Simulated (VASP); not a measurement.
# InSb (F-43m) in VASP: a series of runs, part 2 of 2

VASP 6.6.1. The steps go on from the part before.

### 3 Single point, HSE06 (strain +2.0%)

Input file POSCAR:

```
InSb
1.0
    0.0000000000      3.3451032779      3.3451032779
    3.3451032779      0.0000000000      3.3451032779
    3.3451032779      3.3451032779      0.0000000000
In Sb
1 1
Direct
    0.0000000000      0.0000000000      0.0000000000
    0.2500000000      0.2500000000      0.2500000000
```

Input file INCAR.step1:

```
ALGO     = Normal         # electronic algorithm
EDIFF    = 1E-5           # SCF threshold, eV
ENCUT    = 520            # plane-wave cutoff, eV
GGA      = PE             # functional
ISIF     = 2              # what is computed and relaxed
ISMEAR   = -1             # smearing method
LASPH    = T              # aspherical terms in the spheres
LCHARG   = F              # write CHGCAR
LREAL    = F              # projectors in reciprocal space
LWAVE    = T              # write WAVECAR
NBANDS   = 16             # bands
NELM     = 100            # most SCF steps
PREC     = Accurate       # precision mode
SIGMA    = 0.02           # smearing width, eV
```

Input file INCAR.step2:

```
ALGO     = Normal         # electronic algorithm
EDIFF    = 1E-6           # SCF threshold, eV
ENCUT    = 520            # plane-wave cutoff, eV
GGA      = PE             # functional
HFSCREEN = 0.2079         # screening, 1/A
ISIF     = 2              # what is computed and relaxed
ISMEAR   = -1             # smearing method
ISTART   = 1            
LASPH    = T              # aspherical terms in the spheres
LCHARG   = F              # write CHGCAR
LHFCALC  = T              # exact exchange
LREAL    = F              # projectors in reciprocal space
LWAVE    = F              # write WAVECAR
NBANDS   = 16             # bands
NELM     = 100            # most SCF steps
PREC     = Accurate       # precision mode
PRECFOCK = Normal       
SIGMA    = 0.02           # smearing width, eV
```

Input file KPOINTS:

```
k-points
0
Gamma
  4 4 4
```

Potentials or basis: VASP PAW PBE potentials, release 64 (In_d, Sb).

Started as:

```console
$ cat potpaw_PBE.64/In_d/POTCAR potpaw_PBE.64/Sb/POTCAR > POTCAR
$ cp INCAR.step1 INCAR
$ mpirun -np 1 vasp_std > vasp.out
$ cp INCAR.step2 INCAR
$ mpirun -np 1 vasp_std > vasp.out
```

OUTCAR:

```text
EDIFF = 1E-6
   ENCUT = 520
   GGA = PE
   HFSCREEN = 0.2079
   ISIF = 2
   ISMEAR = -1
   ISTART = 1
   LASPH = T
   LHFCALC = T
   LREAL = F
   NELM = 100
   PREC = Accurate
   PRECFOCK = Normal

 ion  position               nearest neighbor table
   1  0.000  0.000  0.000-   2 2.90   2 2.90   2 2.90   2 2.90
   2  0.250  0.250  0.250-   1 2.90   1 2.90   1 2.90   1 2.90

  LATTYP: Found a face centered cubic cell.
 ALAT       =     6.6902065558

  Lattice vectors:

 A1 = (   0.0000000000,   3.3451032779,   3.3451032779)
 A2 = (   3.3451032779,   0.0000000000,   3.3451032779)
 A3 = (   3.3451032779,   3.3451032779,   0.0000000000)

Analysis of symmetry for initial positions (statically):
=====================================================================
 Subroutine PRICEL returns:
 Original cell was already a primitive cell.

 Routine SETGRP: Setting up the symmetry group for a
 face centered cubic supercell.

[... 152 lines left out ...]
  free energy    TOTEN  =        -8.29721750 eV

  energy without entropy =       -8.29602111  energy(sigma->0) =       -8.29661930

 E-fermi :   3.7967     XC(G=0):  -6.9299

 val. band max:        3.7827836417   @ k =   0.0000   0.0000   0.0000
 cond. band min:       4.7382798191   @ k =   0.5000   0.0000   0.0000
 fundamental gap:      0.9554961774
 Fermi energy:         3.7966553690

 k-point     1 :       0.0000    0.0000    0.0000
  band No.  band energies     occupation
      1     -12.4622      2.00000
      2     -12.4622      2.00000
      3     -12.4622      2.00000
      4     -12.3961      2.00000
      5     -12.3961      2.00000
      6      -7.3376      2.00000
[... 129 lines left out ...]
      3     -12.4327      2.00000
      4     -12.4020      2.00000
      5     -12.3941      2.00000
      6      -5.4718      2.00000
[... 8 lines left out ...]
     15      14.0694      0.00000
     16      14.8228      0.00000

------------------------ aborting loop because EDIFF is reached ----------------------------------------

  FORCE on cell =-STRESS in cart. coord.  units (eV):
  Direction    XX          YY          ZZ          XY          YZ          ZX
  --------------------------------------------------------------------------------------
  -------------------------------------------------------------------------------------
  Total       -1.1180522     -1.1180522     -1.1180522     -0.0000000     -0.0000000      0.0000000
  in kB      -23.9284236    -23.9284236    -23.9284236     -0.0000000     -0.0000000      0.0000000
  external PRESSURE =     -23.9284236 kB  Pullay stress =       0.0000000 kB

 VOLUME and BASIS-vectors are now :
 -----------------------------------------------------------------------------
  energy-cutoff  :      520.00
  volume of cell :       74.86
      direct lattice vectors                 reciprocal lattice vectors
     0.000000000  3.345103278  3.345103278    -0.149472216  0.149472216  0.149472216
     3.345103278  0.000000000  3.345103278     0.149472216 -0.149472216  0.149472216
     3.345103278  3.345103278  0.000000000     0.149472216  0.149472216 -0.149472216

 POSITION                                       TOTAL-FORCE (eV/Angst)
 -----------------------------------------------------------------------------------
      0.00000      0.00000      0.00000        -0.000000      0.000000      0.000000
      1.67255      1.67255      1.67255         0.000000     -0.000000     -0.000000
 -----------------------------------------------------------------------------------
    total drift:                               -0.000014     -0.000019      0.000006

  FREE ENERGIE OF THE ION-ELECTRON SYSTEM (eV)
  ---------------------------------------------------
  free  energy   TOTEN  =        -8.2972174953 eV

  energy  without entropy=       -8.2960211083  energy(sigma->0) =       -8.29661930
```

OSZICAR.step1:

```text
N       E                     dE             d eps       ncg     rms          rms(c)
DAV:   1     0.113904816026E+03    0.11390E+03   -0.78667E+03   256   0.108E+03
DAV:   2     0.716994562923E+00   -0.11319E+03   -0.10925E+03   280   0.280E+02
DAV:   3    -0.670194369825E+01   -0.74189E+01   -0.73959E+01   344   0.724E+01
DAV:   4    -0.690948727856E+01   -0.20754E+00   -0.20752E+00   304   0.145E+01
DAV:   5    -0.692278031144E+01   -0.13293E-01   -0.13293E-01   400   0.299E+00    0.361E+00
DAV:   6    -0.682451131584E+01    0.98269E-01   -0.16469E-01   368   0.563E+00    0.211E+00
DAV:   7    -0.681431187431E+01    0.10199E-01   -0.65638E-02   360   0.212E+00    0.605E-01
DAV:   8    -0.681622667995E+01   -0.19148E-02   -0.78131E-03   328   0.930E-01    0.217E-01
DAV:   9    -0.681708325468E+01   -0.85657E-03   -0.10169E-03   288   0.257E-01    0.771E-02
DAV:  10    -0.681718699767E+01   -0.10374E-03   -0.76109E-05   336   0.611E-02    0.347E-02
DAV:  11    -0.681724681378E+01   -0.59816E-04   -0.10472E-04   288   0.644E-02    0.234E-02
DAV:  12    -0.681724791511E+01   -0.11013E-05   -0.14917E-06   280   0.823E-03
   1 F= -.68172479E+01 E0= -.68166512E+01  d E =-.119347E-02
```

Wall time 24 min (1 thread of Intel Xeon 8259CL, shared host); peak memory 0.33 GiB.

What came out:

| Item | Value |
| --- | --- |
| Free energy | -8.2972 eV |
| Pressure | -2.4 GPa |
| Band gap on the k mesh | zero (filled and empty bands touch) |

Caveat: the k points lie up to 0.41 Å⁻¹ apart; the cell differs from its parent crystal (strain +2.0%); the PAW data sets were made with another functional, which shifts forces and pressure a little; spin-orbit coupling is left out, which moves the levels of the heavy elements.

### 4 Single point, PBE (strain -3.0%)

Input file INCAR:

```
ALGO = Normal
EDIFF = 1E-6
ENCUT = 500
GGA = PE
GGA_COMPAT = F
ISIF = 2
ISMEAR = -1
LASPH = T
LCHARG = T
LELF = T
LREAL = F
LVHAR = T
LWAVE = F
NBANDS = 21
NELM = 120
PREC = Accurate
SIGMA = 0.02
```

Input file KPOINTS:

```
k-points
0
Gamma
  6 6 6
```

Input file POSCAR:

```
InSb
1.0
    0.0000000000      3.1811276270      3.1811276270
    3.1811276270      0.0000000000      3.1811276270
    3.1811276270      3.1811276270      0.0000000000
In Sb
1 1
Direct
    0.0000000000      0.0000000000      0.0000000000
    0.2500000000      0.2500000000      0.2500000000
```

Potentials or basis: VASP PAW PBE potentials, release 64 (In_d, Sb_d_GW).

Started as:

```console
$ cat potpaw_PBE.64/In_d/POTCAR potpaw_PBE.64/Sb_d_GW/POTCAR > POTCAR
$ mpirun -np 1 vasp_std > vasp.out
```

Wall time 31 s (1 thread of Intel Xeon Platinum 8488C (Sapphire Rapids), shared host); peak memory 0.21 GiB.

The run converged. Its results:

* Free energy: -6.7949 eV
* Pressure: 6.3 GPa
* Band gap on the k mesh: 0.12 eV

Levels at points of the mesh, in eV from the valence-band top:
```csv
k point,band 11,band 12,band 13,band 14,band 15,band 16,band 17,band 18
"(0.00, 0.00, 0.00)",-11.08,0.00,0.00,0.00,0.12,2.96,2.96,2.96
"(0.50, 0.00, 0.00)",-9.57,-5.88,-1.09,-1.09,0.64,3.83,3.83,6.06
"(0.50, 0.50, 0.00)",-8.90,-6.15,-2.45,-2.45,1.25,1.30,8.51,8.51
```

Caveat: the cell differs from its parent crystal (strain -3.0%); the cell stands under pressure; semilocal functionals underestimate gaps, and a narrow one can read as zero; spin-orbit coupling is left out, which moves the levels of the heavy elements.

### 5 Single point, r2SCAN (strain +1.0%)

Input file POSCAR:

```
InSb
1.0
    0.0000000000      3.3123081477      3.3123081477
    3.3123081477      0.0000000000      3.3123081477
    3.3123081477      3.3123081477      0.0000000000
In Sb
1 1
Direct
    0.0000000000      0.0000000000      0.0000000000
    0.2500000000      0.2500000000      0.2500000000
```

Input file INCAR.step1:

```
PREC = Accurate
ENCUT = 520
ISMEAR = -1
SIGMA = 0.02
LREAL = False
LASPH = True
NELM = 60
NBANDS = 16
GGA = PE
ALGO = Normal
EDIFF = 1E-4
LWAVE = True
LCHARG = False
```

Input file INCAR.step2:

```
PREC = Accurate
ENCUT = 520
EDIFF = 1E-6
ISMEAR = -1
SIGMA = 0.02
LREAL = False
LASPH = True
NELM = 60
ALGO = Normal
ISIF = 2
LWAVE = False
LCHARG = False
METAGGA = R2SCAN
LMIXTAU = True
NBANDS = 16
ISTART = 1
```

Input file KPOINTS:

```
regular mesh
0
Gamma
  6 6 6
```

Potentials or basis: VASP PAW PBE potentials, release 64 (In_d, Sb).

Started as:

```console
$ cat potpaw_PBE.64/In_d/POTCAR potpaw_PBE.64/Sb/POTCAR > POTCAR
$ cp INCAR.step1 INCAR
$ mpirun -np 1 vasp_std > vasp.out
$ cp INCAR.step2 INCAR
$ mpirun -np 1 vasp_std > vasp.out
```

OUTCAR:

```text
PREC = Accurate
   ENCUT = 520
   EDIFF = 1E-6
   ISMEAR = -1
   LREAL = False
   LASPH = True
   NELM = 60
   ISIF = 2
   METAGGA = R2SCAN
   ISTART = 1

 ion  position               nearest neighbor table
   1  0.000  0.000  0.000-   2 2.87   2 2.87   2 2.87   2 2.87
   2  0.250  0.250  0.250-   1 2.87   1 2.87   1 2.87   1 2.87

  LATTYP: Found a face centered cubic cell.
 ALAT       =     6.6246162954

  Lattice vectors:
[... 477 lines left out ...]
     15      14.2133      0.00000
     16      15.0295      0.00000

------------------------ aborting loop because EDIFF is reached ----------------------------------------

  FORCE on cell =-STRESS in cart. coord.  units (eV):
  Direction    XX          YY          ZZ          XY          YZ          ZX
  --------------------------------------------------------------------------------------
  -------------------------------------------------------------------------------------
  Total       -0.5439996     -0.5439996     -0.5439996      0.0000000      0.0000000      0.0000000
  in kB      -11.9918717    -11.9918717    -11.9918717      0.0000000      0.0000000      0.0000000
  external PRESSURE =     -11.9918717 kB  Pullay stress =       0.0000000 kB

 VOLUME and BASIS-vectors are now :
 -----------------------------------------------------------------------------
  energy-cutoff  :      520.00
  volume of cell :       72.68
      direct lattice vectors                 reciprocal lattice vectors
     0.000000000  3.312308148  3.312308148    -0.150952139  0.150952139  0.150952139
     3.312308148  0.000000000  3.312308148     0.150952139 -0.150952139  0.150952139
     3.312308148  3.312308148  0.000000000     0.150952139  0.150952139 -0.150952139

 POSITION                                       TOTAL-FORCE (eV/Angst)
 -----------------------------------------------------------------------------------
      0.00000      0.00000      0.00000         0.000000      0.000000      0.000000
      1.65615      1.65615      1.65615        -0.000000     -0.000000     -0.000000
 -----------------------------------------------------------------------------------
    total drift:                               -0.000001     -0.000001     -0.000001

  FREE ENERGIE OF THE ION-ELECTRON SYSTEM (eV)
  ---------------------------------------------------
  free  energy   TOTEN  =       -48.7408255681 eV

  energy  without entropy=      -48.7404717348  energy(sigma->0) =      -48.74064865
```

OSZICAR.step1:

```text
N       E                     dE             d eps       ncg     rms          rms(c)
DAV:   1     0.110456070141E+03    0.11046E+03   -0.77931E+03   512   0.111E+03
DAV:   2     0.157296101125E+00   -0.11030E+03   -0.10739E+03   560   0.276E+02
DAV:   3    -0.682141704928E+01   -0.69787E+01   -0.69432E+01   688   0.702E+01
DAV:   4    -0.702338851079E+01   -0.20197E+00   -0.20194E+00   608   0.138E+01
DAV:   5    -0.703252331957E+01   -0.91348E-02   -0.91346E-02   776   0.233E+00    0.377E+00
DAV:   6    -0.694070656466E+01    0.91817E-01   -0.15128E-01   720   0.561E+00    0.218E+00
DAV:   7    -0.693011446385E+01    0.10592E-01   -0.62865E-02   704   0.222E+00    0.594E-01
DAV:   8    -0.693139701720E+01   -0.12826E-02   -0.73265E-03   632   0.947E-01    0.215E-01
DAV:   9    -0.693205186200E+01   -0.65484E-03   -0.86072E-04   640   0.256E-01    0.738E-02
DAV:  10    -0.693213209078E+01   -0.80229E-04   -0.53217E-05   480   0.522E-02
   1 F= -.69321321E+01 E0= -.69319553E+01  d E =-.353627E-03
```

Wall time 2.2 min (1 thread of AMD EPYC 7R13, shared host); peak memory 0.22 GiB.

Results:

| Item | Value |
| --- | --- |
| Free energy | -48.7408 eV |
| Pressure | -1.2 GPa |
| Band gap on the k mesh | zero (filled and empty bands touch) |

Levels at points of the mesh, in eV from the Fermi level:
```csv
k point,band 5,band 6,band 7,band 8,band 9,band 10,band 11,band 12,band 13,band 14
"(0.00, 0.00, 0.00)",-14.90,-10.71,-0.18,-0.01,-0.01,-0.01,3.21,3.21,3.21,6.08
"(0.50, 0.00, 0.00)",-14.90,-9.43,-5.48,-0.96,-0.96,0.69,4.07,4.07,6.46,8.46
"(0.50, 0.50, 0.00)",-14.89,-8.86,-5.80,-2.15,-2.15,1.56,1.66,8.31,8.31,8.96
```

Caveat: the cell differs from its parent crystal (strain +1.0%); semilocal functionals underestimate gaps, and a narrow one can read as zero; the PAW data sets were made with another functional, which shifts forces and pressure a little; spin-orbit coupling is left out, which moves the levels of the heavy elements.

### 6 Summary

```tsv
level	potentials or basis	cell	k mesh	cutoff (eV)	grid for exact exchange (PRECFOCK)	share of exact exchange	screening parameter	gap on the mesh (eV)	pressure (GPa)
HSE06	VASP PAW PBE potentials, release 64 (In_d, Sb)	a = 4.684 Å, angles 60.0°, 2 atoms	4 × 4 × 4	520	Normal	0.25	0.2079 1/Å	0.12	-1.8
HSE06	VASP PAW PBE potentials, release 64 (In_d, Sb)	a = 4.731 Å, angles 60.0°, 2 atoms	4 × 4 × 4	520	Normal	0.25	0.2079 1/Å	none	-2.4
PBE	VASP PAW PBE potentials, release 64 (In_d, Sb_d_GW)	a = 4.499 Å, angles 60.0°, 2 atoms	6 × 6 × 6	500	-	-	-	0.12	6.3
r2SCAN	VASP PAW PBE potentials, release 64 (In_d, Sb)	a = 4.684 Å, angles 60.0°, 2 atoms	6 × 6 × 6	520	-	-	-	none	-1.2
```

Alike in all rows: task single point; no spin polarisation; smearing fermi-dirac 0.02 eV.

Caveats: some runs use coarse meshes; spin-orbit coupling is left out, which moves the levels of the heavy elements; the PAW data sets were made with another functional, which shifts forces and pressure a little (at least some runs); semilocal functionals underestimate gaps, and a narrow one can read as zero (at least some runs); the cell stands under pressure (at least some runs).

Total energies depend on the potentials used, so only differences within one code and one set of settings carry meaning.

The gap in the log of VASP goes by the Fermi energy; the results here count the filled bands.